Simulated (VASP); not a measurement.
A run of VASP 6.6.1 is set up as follows.

The input INCAR:

```
PREC = Accurate
ENCUT = 520
EDIFF = 1E-6
ISMEAR = -1
SIGMA = 0.1
LREAL = False
LASPH = True
NELM = 100
ALGO = Normal
ISIF = 2
LWAVE = False
LCHARG = False
GGA = B5
ALDAX = 1.0
AGGAX = 1.0
AGGAC = 1.0
ALDAC = 0.0
NBANDS = 16
```

The input KPOINTS:

```
regular mesh
0
Gamma
  8 8 4
```

The input POSCAR:

```
Cs
1.0
    5.8237151633      0.0000000000      0.0000000000
   -2.9118575817      5.0434852758      0.0000000000
    0.0000000000      0.0000000000      9.5232936846
Cs
2
Direct
    0.3333333333      0.6666666667      0.2500000000
    0.6666666667      0.3333333333      0.7500000000
```

Potentials or basis: VASP PAW PBE potentials, release 64 (Cs_sv).

Run with:

```sh
$ cat potpaw_PBE.64/Cs_sv/POTCAR > POTCAR
$ mpirun -np 1 vasp_std > vasp.out
```

Question: What does it give for the pressure?

Answer: -0.1 GPa.

Question: Estimate the band gap on the k mesh.

Answer: Zero (band 9 reaches 0.99 eV, above the bottom of band 10 at -0.52 eV).

Caveat: the PAW data sets were made with another functional, which shifts forces and pressure a little; spin-orbit coupling is left out, which moves the levels of the heavy elements.
